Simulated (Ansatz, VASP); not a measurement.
# One calculation of TePb, two programs

File POSCAR:

```
TePb
1.0
    0.0000000000      3.2678368488      3.2024801118
    3.2678368488      0.0000000000      3.2024801118
    3.2678368488      3.2678368488      0.0000000000
Pb Te
1 1
Direct
    0.0000000000      0.0000000000      0.0000000000
    0.5000000000      0.5000000000      0.5000000000
```

The input INCAR.step1:

```
PREC = Accurate
ENCUT = 520
ISMEAR = 0
SIGMA = 0.01
LREAL = False
LASPH = True
NELM = 100
NBANDS = 17
GGA = PE
ALGO = Normal
EDIFF = 1E-4
LWAVE = True
LCHARG = False
```

File INCAR.step2:

```
PREC = Accurate
ENCUT = 520
EDIFF = 1E-6
ISMEAR = 0
SIGMA = 0.01
LREAL = False
LASPH = True
NELM = 100
ALGO = Normal
ISIF = 2
LWAVE = False
LCHARG = False
METAGGA = R2SCAN
LMIXTAU = True
NBANDS = 17
ISTART = 1
```

KPOINTS

```
Automatic mesh
0
Gamma
  8 8 8
```

Input for Ansatz:

```yaml
crystal:
  lattice:
    - [0.0, 3.2678368488, 3.2024801118]
    - [3.2678368488, 0.0, 3.2024801118]
    - [3.2678368488, 3.2678368488, 0.0]
  atoms:
    - { symbol: Pb, position: [0.0, 0.0, 0.0] }
    - { symbol: Te, position: [0.5, 0.5, 0.5] }
kpoints:
  mp_grid: { grid: [8, 8, 8] }
  band_path:
    path:
      - [0.0, 0.0, 0.0]
      - [0.5, 0.0, 0.5]
      - [0.625, 0.25, 0.625]
      - [0.375, 0.375, 0.75]
      - [0.5, 0.5, 0.5]
      - [0.5, 0.25, 0.75]
      - [0.0, 0.0, 0.5]
    npoints: 1
hamiltonian:
  xc: r2scan
scf:
  occupations: { method: fixed }
  n_extra_bands: 4
output:
  forces: true
  stress: true
  eigenvalues: true
```

Change from the starting cell: uniaxial_z strain -2.0%.

Alike in both runs: task single point; functional r2SCAN; k mesh 8 × 8 × 8; no spin polarisation.

|  | VASP | Ansatz |
| --- | --- | --- |
| version | VASP 6.6.1 | Ansatz 0.2.0 |
| potentials or method | VASP PAW PBE potentials, release 64 (Pb_d, Te) | plane waves, PAW |
| plane-wave cutoff (eV) | 520 | 500 |
| occupations | gaussian, width 0.01 eV | fixed |
| valence electrons in the cell | 20 | 30 |

|  | VASP | Ansatz | Ansatz less VASP |
| --- | --- | --- | --- |
| gap on the k mesh at the Fermi level (eV) | 1.03 | 1.02 | -0.003 |
| pressure (GPa) | 0.9 | 0.9 | +0.01 |
| traceless stress, the component that is largest in VASP (GPa) | 1.66 | 1.65 | -0.004 |

VASP's potentials were made for PBE, not for r2SCAN. VASP's potentials hold 20 valence electrons a cell and Ansatz's 30, so a difference there can come from the potentials and not from the codes.

Neither program's run includes spin-orbit coupling.
